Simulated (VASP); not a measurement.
Input of a VASP 6.6.1 run:

The input INCAR:

```
SYSTEM = Si2Ni
PREC = Accurate
ENCUT = 520
EDIFF = 1E-6
ISMEAR = 0
SIGMA = 0.15
LREAL = .False.
LASPH = .True.
NELM = 150
ALGO = Normal
ISIF = 2
LWAVE = .False.
LCHARG = .False.
ISPIN = 2
MAGMOM = 0 0 0.25
LORBIT = 11
NUPDOWN = 0.25
LMAXMIX = 4
GGA = PE
NBANDS = 20
```

The input KPOINTS:

```
regular mesh
0
Gamma
  14 14 14
  0 0 0
```

The input POSCAR:

```
Si2Ni
1.0
    0.0000000000      2.8776321201      2.8776321201
    2.8776321201      0.0000000000      2.8776321201
    2.8776321201      2.8776321201      0.0000000000
Si Ni
2 1
Direct
    0.2500000000      0.2500000000      0.2500000000
    0.7500000000      0.7500000000      0.7500000000
    0.0000000000      0.0000000000      0.0000000000
```

Potentials or basis: VASP PAW PBE potentials, release 64 (Si, Ni).

Command:

```sh
$ cat potpaw_PBE.64/Si/POTCAR potpaw_PBE.64/Ni/POTCAR > POTCAR
$ mpirun -np 1 vasp_std > vasp.out
```

Problem. Predict the pressure.

Solution. -16.1 GPa.

Caveat: the cell stands under tension; the total moment is fixed, so each spin has its own Fermi level and the state may be an excited one.
